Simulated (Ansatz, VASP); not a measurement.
This is a calculation of W for Ansatz 0.2.0.

The input input.yaml:

```yaml
crystal:
  lattice:
    - [0.0, 2.03, 2.03]
    - [2.03, 0.0, 2.03]
    - [2.03, 2.03, 0.0]
  atoms:
    - { symbol: W, position: [0.0, 0.0, 0.0] }
hamiltonian:
  xc: pbesol
  pseudopotentials: { kind: paw }
  dispersion: d4
kpoints:
  mp_grid: { grid: [11, 11, 11] }
scf:
  occupations: { method: fermi_dirac, width: 0.05 }
output:
  forces: true
  stress: true
  eigenvalues: true
relax:
  f_tol: 0.01
  max_steps: 40
  cell: { stress_tol: 0.05 }
```

Potentials or basis: Ansatz PAW.

Command:

```sh
$ ansatz run input.yaml --threads 2 --pin off --max-ram 5632MiB --backend cpu --events-out ev --progress --plain --runs-dir out
```

Set up the same calculation for VASP 6.6.1. Potentials there: VASP PAW PBE potentials, release 64 (W_sv).

As run (the cutoff follows the program's own potentials):

Contents of INCAR:

```
SYSTEM = W
PREC = Accurate
ENCUT = 600
EDIFF = 1E-6
ISMEAR = -1
SIGMA = 0.05
LREAL = .False.
LASPH = .True.
NELM = 80
ALGO = Normal
ISIF = 3
LWAVE = .False.
LCHARG = .False.
GGA = PS
IVDW = 13
IBRION = 2
NSW = 60
EDIFFG = -0.01
```

File KPOINTS:

```
Automatic mesh
0
Gamma
  11 11 11
  0 0 0
```

The input POSCAR:

```
W
1.0
    0.0000000000      2.0300000000      2.0300000000
    2.0300000000      0.0000000000      2.0300000000
    2.0300000000      2.0300000000      0.0000000000
W
1
Direct
    0.0000000000      0.0000000000      0.0000000000
```

Potentials or basis: VASP PAW PBE potentials, release 64 (W_sv).

The run is started by

```bash
$ cat potpaw_PBE.64/W_sv/POTCAR > POTCAR
$ mpirun -np 1 vasp_std > vasp.out
```

Both were run:

|  | VASP | Ansatz | Ansatz less VASP |
| --- | --- | --- | --- |
| gap on the k mesh at the Fermi level, each at its own relaxed structure (eV) | none | none | - |
| relaxed volume (Å³/atom) | 15.83 | 15.81 | -0.029 |
| relaxed cell length with the largest relative difference (Å) | 2.819 | 2.817 | -0.0018 |

VASP's potentials were made for PBE, not for PBEsol. A gap of «none» marks a metal or a gap that the smearing closes.

Neither program's run includes spin-orbit coupling. Noted on Ansatz's run: the plane-wave basis is chosen anew once the cell has moved, so the energies of steps on either side of that aren't comparable.
